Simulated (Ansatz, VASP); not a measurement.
Ge2W3: VASP beside Ansatz

File INCAR:

```
SYSTEM = Ge2W3
PREC = Accurate ; ENCUT = 500
EDIFF = 1E-7 ; ISMEAR = 0
SIGMA = 0.1 ; LREAL = .False.
LASPH = .True. ; NELM = 120
ALGO = Normal ; ISIF = 3
LWAVE = .False. ; LCHARG = .False.
GGA = PE ; IBRION = 2
NSW = 90 ; EDIFFG = -0.04
GGA_COMPAT = .False. ; NELMIN = 4
```

Contents of KPOINTS:

```
regular mesh
0
Gamma
  6 6 4
  0 0 0
```

Contents of POSCAR:

```
Ge2W3
1.0
    4.2869381900      0.0000000000      0.0000000000
   -2.1434691000      3.7125973800      0.0000000000
    0.0000000000      0.0000000000      5.3004298800
Ge W
2 3
Direct
    0.3333333300      0.6666666700      0.1664214400
    0.6666666700      0.3333333300      0.8335785600
    0.0000000000      0.0000000000      0.0000000000
    0.3333333300      0.6666666700      0.6439374700
    0.6666666700      0.3333333300      0.3560625300
```

Input for Ansatz:

```yaml
crystal:
  lattice:
    - [4.28693819, 0.0, 0.0]
    - [-2.1434691, 3.71259738, 0.0]
    - [0.0, 0.0, 5.30042988]
  atoms:
    - { symbol: Ge, position: [0.33333333, 0.66666667, 0.16642144] }
    - { symbol: Ge, position: [0.66666667, 0.33333333, 0.83357856] }
    - { symbol: W, position: [0.0, 0.0, 0.0] }
    - { symbol: W, position: [0.33333333, 0.66666667, 0.64393747] }
    - { symbol: W, position: [0.66666667, 0.33333333, 0.35606253] }
basis:
  ecutwfc: 420
kpoints:
  mp_grid: { grid: [6, 6, 4] }
hamiltonian:
  xc: pbe
scf:
  occupations: { method: gaussian, width: 0.1 }
  lower_state_search: "off"
output:
  forces: true
  stress: true
  eigenvalues: true
relax:
  adjacent_minimum: "off"
  f_tol: 0.04
  max_steps: 70
  cell: { stress_tol: 0.4 }
```

Change from the starting cell: species swapped into the Ga3Pt2 type (P-3m1, No. 164).

Alike in both runs: task relaxation of cell and atoms; functional PBE; k mesh 6 × 6 × 4; occupations gaussian, width 0.1 eV; no spin polarisation.

```csv
,VASP,Ansatz
version,VASP 6.6.1,Ansatz 0.2.0
potentials or method,"VASP PAW PBE potentials, release 64 (Ge_d, W_sv), cutoff 500 eV","scalar-relativistic, plane waves, PAW"
valence electrons in the cell,70,70
```

Ansatz gave:

```
gap on the k mesh at the Fermi level, each at its own relaxed structure (eV)  : none
relaxed volume (Å³/atom)                                                      : 17.03
relaxed length of the cell vector where the two differ most in proportion (Å) : 4.287
```

Q: What did VASP give for the same quantities?

A: gap on the k mesh at the Fermi level, each at its own relaxed structure (eV): none; relaxed volume (Å³/atom): 17.08; relaxed length of the cell vector where the two differ most in proportion (Å): 4.292.

A gap of «none» marks a metal or a gap that the smearing closes.

Neither program's run includes spin-orbit coupling.
